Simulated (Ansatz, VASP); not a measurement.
**KF: VASP beside Ansatz**

INCAR

```
SYSTEM = KF
PREC = Accurate
ENCUT = 520
EDIFF = 1E-6
ISMEAR = 0
SIGMA = 0.05
LREAL = .FALSE.
LASPH = .TRUE.
NELM = 100
ALGO = Normal
ISIF = 2
LWAVE = .FALSE.
LCHARG = .FALSE.
GGA = CA
NBANDS = 15
```

File KPOINTS:

```
Automatic mesh
0
G
  8 8 8
  0 0 0
```

Contents of POSCAR:

```
KF
1.0
    0.0000000000      2.5817196783      2.2912762145
    2.4461793952      0.0000000000      2.2912762145
    2.4461793952      2.5817196783      0.0000000000
K F
1 1
Direct
    0.0000000000      0.0000000000      0.0000000000
    0.5000000000      0.5000000000      0.5000000000
```

Input for Ansatz:

```yaml
crystal:
  lattice:
    - [0.0, 2.5817196783, 2.2912762145]
    - [2.4461793952, 0.0, 2.2912762145]
    - [2.4461793952, 2.5817196783, 0.0]
  atoms:
    - { symbol: K, position: [0.0, 0.0, 0.0] }
    - { symbol: F, position: [0.5, 0.5, 0.5] }
basis:
  ecutwfc: 520.0
kpoints:
  mp_grid: { grid: [8, 8, 8] }
hamiltonian:
  xc: lda
scf:
  occupations: { method: gaussian, width: 0.05 }
output:
  forces: true
  stress: true
  eigenvalues: true
```

Change from the starting cell: normal strain along x -0.0525, normal strain along z -0.1125.

Alike in both runs: task single point; functional LDA; k mesh 8 × 8 × 8; occupations gaussian, width 0.05 eV; no spin polarisation.

```csv
,VASP,Ansatz
version,VASP 6.6.1,Ansatz 0.2.0
potentials or method,"VASP PAW LDA potentials, release 64 (K_sv, F), cutoff 520 eV","scalar-relativistic, plane waves, PAW"
valence electrons in the cell,16,16
```

Ansatz gave:

- gap on the k mesh at the Fermi level (eV): 6.78
- least direct gap on the mesh (eV): 6.96
- pressure (GPa): 13.9
- traceless stress, the component that is largest in VASP (GPa): 13.00

Task: What did VASP give for the same quantities?

Result: gap on the k mesh at the Fermi level (eV): 6.76; least direct gap on the mesh (eV): 6.93; pressure (GPa): 14.7; traceless stress, the component that is largest in VASP (GPa): 13.62.

LDA's correlation is that of Perdew and Zunger in VASP and of Perdew and Wang (1992) in Ansatz.
